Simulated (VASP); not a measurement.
# TlCl (Pm-3m) in VASP: notebook, part 2 of 2

VASP 6.6.1.

### Step 4. Single point, PBE

This run uses another cell than the first one, of 30.43 Å³/atom, 1.052 times its volume.

The input, INCAR:

```
ALGO = Normal
EDIFF = 1E-6
ENCUT = 500
GGA = PE
GGA_COMPAT = False
ISIF = 2
ISMEAR = 0
LASPH = True
LCHARG = False
LREAL = False
LWAVE = False
NBANDS = 17
NELM = 120
PREC = Accurate
SIGMA = 0.01
```

The input, KPOINTS:

```
k-points
0
Gamma
  5 5 5
```

The input, POSCAR:

```
TlCl
1.0
    3.9336286677      0.0000000000      0.0000000000
    0.0000000000      3.9336286677      0.0000000000
    0.0000000000      0.0000000000      3.9336286677
Tl Cl
1 1
Direct
    0.0000000000      0.0000000000      0.0000000000
    0.5000000000      0.5000000000      0.5000000000
```

Potentials or basis: VASP PAW PBE potentials, release 64 (Tl_d, Cl).

Command:

```sh
$ cat potpaw_PBE.64/Tl_d/POTCAR potpaw_PBE.64/Cl/POTCAR > POTCAR
$ mpirun -np 1 vasp_std > vasp.out
```

OUTCAR:

```text
EDIFF = 1E-6
   ENCUT = 500
   GGA = PE
   ISIF = 2
   ISMEAR = 0
   LASPH = True
   LREAL = False
   NELM = 120
   PREC = Accurate

 ion  position               nearest neighbor table
   1  0.000  0.000  0.000-
   2  0.500  0.500  0.500-

  LATTYP: Found a simple cubic cell.
 ALAT       =     3.9336286677

  Lattice vectors:

 A1 = (   3.9336286677,   0.0000000000,   0.0000000000)
 A2 = (   0.0000000000,   3.9336286677,   0.0000000000)
 A3 = (   0.0000000000,   0.0000000000,   3.9336286677)

Analysis of symmetry for initial positions (statically):
=====================================================================
 Subroutine PRICEL returns:
 Original cell was already a primitive cell.

 Routine SETGRP: Setting up the symmetry group for a
 simple cubic supercell.

 Subroutine GETGRP returns: Found 48 space group operations
 (whereof 48 operations were pure point group operations)
 out of a pool of 48 trial point group operations.

The static configuration has the point symmetry O_h .

Analysis of symmetry for dynamics (positions and initial velocities):
=====================================================================
 Subroutine PRICEL returns:
 Original cell was already a primitive cell.

 Routine SETGRP: Setting up the symmetry group for a
 simple cubic supercell.

 Subroutine GETGRP returns: Found 48 space group operations
 (whereof 48 operations were pure point group operations)
 out of a pool of 48 trial point group operations.

The dynamic configuration has the point symmetry O_h .

 Subroutine INISYM returns: Found 48 space group operations
 (whereof 48 operations are pure point group operations),
 and found     1 'primitive' translations

----------------------------------------------------------------------------------------

                                     Primitive cell

  volume of cell :      60.8667

  direct lattice vectors                    reciprocal lattice vectors
     3.933628668  0.000000000  0.000000000     0.254218200  0.000000000  0.000000000
     0.000000000  3.933628668  0.000000000     0.000000000  0.254218200  0.000000000
     0.000000000  0.000000000  3.933628668     0.000000000  0.000000000  0.254218200

  length of vectors
     3.933628668  3.933628668  3.933628668     0.254218200  0.254218200  0.254218200

  position of ions in fractional coordinates (direct lattice)
     0.000000000  0.000000000  0.000000000
     0.500000000  0.500000000  0.500000000

  ion indices of the primitive-cell ions
   primitive index   ion index
                 1           1
                 2           2

----------------------------------------------------------------------------------------

 KPOINTS: k-points

Automatic generation of k-mesh.
 Grid dimensions read from file:
 generate k-points for:    5    5    5

 Generating k-lattice:

  Cartesian coordinates                     Fractional coordinates (reciprocal lattice)
     0.050843640  0.000000000  0.000000000     0.200000000  0.000000000  0.000000000
     0.000000000  0.050843640  0.000000000     0.000000000  0.200000000  0.000000000
     0.000000000  0.000000000  0.050843640     0.000000000  0.000000000  0.200000000

  Length of vectors
     0.050843640  0.050843640  0.050843640

  Shift w.r.t. Gamma in fractional coordinates (k-lattice)
     0.000000000  0.000000000  0.000000000

 Subroutine IBZKPT returns following result:
 ===========================================

 Found     10 irreducible k-points:

 Following reciprocal coordinates:
            Coordinates               Weight
  0.000000  0.000000  0.000000      1.000000
  0.200000  0.000000  0.000000      6.000000
  0.400000  0.000000  0.000000      6.000000
  0.200000  0.200000  0.000000     12.000000
  0.400000  0.200000  0.000000     24.000000
  0.400000  0.400000  0.000000     12.000000
  0.200000  0.200000  0.200000      8.000000
  0.400000  0.200000  0.200000     24.000000
  0.400000  0.400000  0.200000     24.000000
  0.400000  0.400000  0.400000      8.000000
   k-points           NKPTS =     10   k-points in BZ     NKDIM =     10   number of bands    NBANDS=     17
   number of dos      NEDOS =    301   number of ions     NIONS =      2
   total plane-waves  NPLWV =  27000
   dimension x,y,z NGX =    30 NGY =   30 NGZ =   30
   dimension x,y,z NGXF=    60 NGYF=   60 NGZF=   60
   ions per type =               1   1
   NGX,Y,Z   is equivalent  to a cutoff of  12.68, 12.68, 12.68 a.u.
   NGXF,Y,Z  is equivalent  to a cutoff of  25.36, 25.36, 25.36 a.u.
 SYSTEM =  unknown system
   PREC   = accura    normal or accurate (medium, high low for compatibility)
   ISTART =      0    job   : 0-new  1-cont  2-samecut
   ICHARG =      2    charge: 1-file 2-atom 10-const
   ISPIN  =      1    spin polarized calculation?
   LNONCOLLINEAR =      F non collinear calculations
   LSORBIT =      F    spin-orbit coupling
   LASPH  =      T    aspherical Exc in radial PAW
   ENCUT  =  500.0 eV  36.75 Ry    6.06 a.u.   7.17  7.17  7.17*2*pi/ulx,y,z
   NELM   =    120;   NELMIN=  2; NELMDL= -5     # of ELM steps
   EDIFF  = 0.1E-05   stopping-criterion for ELM
   LREAL  =      F    real-space projection
   EDIFFG = 0.1E-04   stopping-criterion for IOM
   NSW    =      0    number of steps for IOM
   IBRION =     -1    ionic relax: 0-MD 1-quasi-New 2-CG
   NFREE  =      0    steps in history (QN), initial steepest desc. (CG)
   ISIF   =      2    stress and relaxation
   ISYM   =      2    0-nonsym 1-usesym 2-fastsym
   POTIM  = 0.5000    time-step for ionic-motion
   TEBEG  =    0.0;   TEEND  =   0.0 temperature during run
   PSTRESS=    0.0 pullay stress
   NELECT =      20.0000    total number of electrons
   NUPDOWN=      -1.0000    fix difference up-down
   EMIN   =  10.00;   EMAX   =-10.00  energy-range for DOS
   EFERMI =   0.00;   METHOD = LEGACY
   ISMEAR =     0;   SIGMA  =   0.01  broadening in eV -4-tet -1-fermi 0-gaus
   EFERMI_NEDOS =   21; number of points for ismear=-14 and -15
   IALGO  =     38    algorithm
   IMIX   =      4    mixing-type and parameters
     AMIX     =   0.40;   BMIX     =  1.00
     AMIX_MAG =   1.60;   BMIX_MAG =  1.00
  volume/ion in A,a.u.               =      30.43       205.37
  Fermi-wavevector in a.u.,A,eV,Ry     =   1.129687  2.134799 17.363656  1.276193
  Thomas-Fermi vector in A             =   2.266381
   LORBIT       =      0    0 simple, 1 ext, 2 COOP (PROOUT), +10 PAW based schemes
   GGA     = PE    functional components
   LHFCALC =     F    Hartree Fock is set to
   AEXX    =    0.0000 exact exchange contribution
   IVDW    =     0    specifies the selected vdW correction
   LEPSILON=     F    determine dielectric tensor
   LRPA    =     F    only Hartree local field effects (RPA)
 non-spin polarized calculation
 Gauss-broadening in eV      SIGMA  =   0.01
  energy-cutoff  :      500.00
  volume of cell :       60.87
 maximum number of plane-waves:      1558
 NGX is ok and might be reduce to    30
   NGX = 15   NGY = 15   NGZ = 15

 number of electron      19.9999993 magnetization

 Free energy of the ion-electron system (eV)
  ---------------------------------------------------
  ext. energy  EPLUGINS =         0.00000000
  ---------------------------------------------------
  free energy    TOTEN  =        -6.01306717 eV

  energy without entropy =       -6.01306717  energy(sigma->0) =       -6.01306717

 E-fermi :   1.7408     XC(G=0):  -8.7676

 val. band max:        1.6577230944   @ k =   0.4000   0.0000   0.0000
 cond. band min:       4.6106169525   @ k =   0.4000   0.0000   0.0000
 fundamental gap:      2.9528938581
 Fermi energy:         1.7408281041

 k-point     1 :       0.0000    0.0000    0.0000
  band No.  band energies     occupation
      1     -11.4359      2.00000
      2      -7.9095      2.00000
      3      -7.9095      2.00000
      4      -7.7128      2.00000
      5      -7.7128      2.00000
      6      -7.7128      2.00000
[... 9 lines left out ...]
     16      13.6482      0.00000
     17      16.0432      0.00000
[... 161 lines left out ...]
 k-point    10 :       0.4000    0.4000    0.4000
  band No.  band energies     occupation
      1     -11.0463      2.00000
      2      -7.8320      2.00000
      3      -7.8320      2.00000
      4      -7.8021      2.00000
      5      -7.6859      2.00000
      6      -7.6859      2.00000
[... 9 lines left out ...]
     16      13.8433      0.00000
     17      18.3589      0.00000

------------------------ aborting loop because EDIFF is reached ----------------------------------------

  FORCE on cell =-STRESS in cart. coord.  units (eV):
  Direction    XX          YY          ZZ          XY          YZ          ZX
  --------------------------------------------------------------------------------------
  -------------------------------------------------------------------------------------
  Total       -0.2354326     -0.2354326     -0.2354326      0.0000000     -0.0000000     -0.0000000
  in kB       -6.1972216     -6.1972216     -6.1972216      0.0000000     -0.0000000     -0.0000000
  external PRESSURE =      -6.1972216 kB  Pullay stress =       0.0000000 kB

 VOLUME and BASIS-vectors are now :
 -----------------------------------------------------------------------------
  energy-cutoff  :      500.00
  volume of cell :       60.87
      direct lattice vectors                 reciprocal lattice vectors
     3.933628668  0.000000000  0.000000000     0.254218200  0.000000000  0.000000000
     0.000000000  3.933628668  0.000000000     0.000000000  0.254218200  0.000000000
     0.000000000  0.000000000  3.933628668     0.000000000  0.000000000  0.254218200

 POSITION                                       TOTAL-FORCE (eV/Angst)
 -----------------------------------------------------------------------------------
      0.00000      0.00000      0.00000         0.000000      0.000000      0.000000
      1.96681      1.96681      1.96681         0.000000      0.000000      0.000000
 -----------------------------------------------------------------------------------
    total drift:                                0.000000     -0.000000     -0.000000

  FREE ENERGIE OF THE ION-ELECTRON SYSTEM (eV)
  ---------------------------------------------------
  free  energy   TOTEN  =        -6.0130671686 eV

  energy  without entropy=       -6.0130671686  energy(sigma->0) =       -6.01306717
```

Wall time 5.2 s (1 thread of AMD EPYC 9R45 (Zen 5), shared host); peak memory 0.13 GiB.

Results:

| Quantity | Value |
| --- | --- |
| Free energy | -6.0131 eV |
| Pressure | -0.6 GPa |
| Band gap on the k mesh | 2.95 eV, direct |

Caveat: spin-orbit coupling is left out, which moves the levels of the heavy elements.

### Step 5. Summary

```csv
cell,gap on the mesh (eV),pressure (GPa)
"a = 3.868 Å, 2 atoms",2.93,0.5
"a = 3.901 Å, 2 atoms",2.94,-0.1
"a = 3.934 Å, 2 atoms",2.95,-0.6
```

Alike in all rows: task single point; level PBE; potentials or basis VASP PAW PBE potentials, release 64 (Tl_d, Cl); no spin polarisation; k mesh 5 × 5 × 5; cutoff (eV) 500; smearing gaussian 0.01 eV.

Caveats: spin-orbit coupling is left out, which moves the levels of the heavy elements.

Absolute energies hang on the potentials; compare differences alone.
